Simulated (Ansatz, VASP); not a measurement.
Two plane-wave programs on Zn

Contents of INCAR:

```
PREC     = Accurate       # precision mode
ENCUT    = 520            # plane-wave cutoff, eV
EDIFF    = 1E-6           # SCF threshold, eV
ISMEAR   = -1             # smearing method
SIGMA    = 0.03           # smearing width, eV
LREAL    = False          # projectors in reciprocal space
LASPH    = True           # aspherical terms in the spheres
NELM     = 100            # most SCF steps
ALGO     = Normal         # electronic algorithm
ISIF     = 2              # what is computed and relaxed
LWAVE    = False          # write WAVECAR
LCHARG   = True           # write CHGCAR
GGA      = PE             # functional
LELF     = True           # ELF
LVHAR    = True         
NBANDS   = 19             # bands
```

The input KPOINTS:

```
regular mesh
0
Gamma
  14 14 7
```

Contents of POSCAR:

```
Zn
1.0
    2.6556370042      0.0000000000      0.0000000000
   -1.3278185021      2.2998491089      0.0000000000
    0.0000000000      0.0000000000      4.9624616040
Zn
2
Direct
    0.3333333333      0.6666666667      0.2500000000
    0.6666666667      0.3333333333      0.7500000000
```

Input for Ansatz:

```yaml
crystal:
  lattice:
    - [2.6556370042, 0.0, 0.0]
    - [-1.3278185021, 2.2998491089, 0.0]
    - [0.0, 0.0, 4.962461604]
  atoms:
    - { symbol: Zn, position: [0.3333333333, 0.6666666667, 0.25] }
    - { symbol: Zn, position: [0.6666666667, 0.3333333333, 0.75] }
hamiltonian:
  xc: pbe
  pseudopotentials:
    kind: paw
    azcp:
      Zn: "pseudopotentials/Zn.paw.azcp"
basis:
  ecutwfc: 420
  fft_grid_basis: typed
kpoints:
  mp_grid: { grid: [14, 14, 7], shift: [0, 0, 0] }
magnetization:
  spin_polarized: false
scf:
  occupations: { method: fermi_dirac, width: 0.03 }
  lower_state_search: "off"
output:
  stress: true
```

Alike in both runs: task single point; functional PBE; k mesh 14 × 14 × 7; occupations fermi-dirac, width 0.03 eV; no spin polarisation.

|  | VASP | Ansatz |
| --- | --- | --- |
| version | VASP 6.6.1 | Ansatz 0.2.0 |
| potentials or method | VASP PAW PBE potentials, release 64 (Zn), cutoff 520 eV | plane waves (420 eV) with PAW, scalar-relativistic |
| valence electrons in the cell | 24 | 24 |

Ansatz gave:

| Property | Result |
| --- | --- |
| pressure (GPa) | 0.1 |
| traceless stress, the component that is largest in VASP (GPa) | -1.14 |

**Question.** Which values does VASP return?

**Answer.** Pressure (GPa): 0.4; traceless stress, the component that is largest in VASP (GPa): -1.31.
